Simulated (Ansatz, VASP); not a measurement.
## One calculation of KBr, two programs

```
Br K
1.0
     0.00000    3.30000    3.30000
     3.30000    0.00000    3.30000
     3.30000    3.30000    0.00000
Br K
1 1
Direct
  0.50000 0.50000 0.50000
  0.00000 0.00000 0.00000
```

Alike in both runs: functional r2SCAN0; k mesh 4 × 4 × 4; occupations fermi-dirac, width 0.05 eV; no spin polarisation.

```csv
,VASP,Ansatz
version,VASP 6.6.1,Ansatz 0.2.0
potentials or method,"VASP PAW PBE potentials, release 64 (Br, K_sv)",Ansatz PAW
plane-wave cutoff (eV),520,500
valence electrons in the cell,16,16
task,single point,band structure
```

|  | VASP | Ansatz | Ansatz less VASP |
| --- | --- | --- | --- |
| gap on the k mesh at the Fermi level (eV) | 6.67 | 6.65 | -0.016 |
| least direct gap on the mesh (eV) | 6.67 | 6.65 | -0.016 |
| pressure (GPa) | -0.1 | 0.0 | +0.04 |

VASP's potentials were made for PBE, not for r2SCAN0.
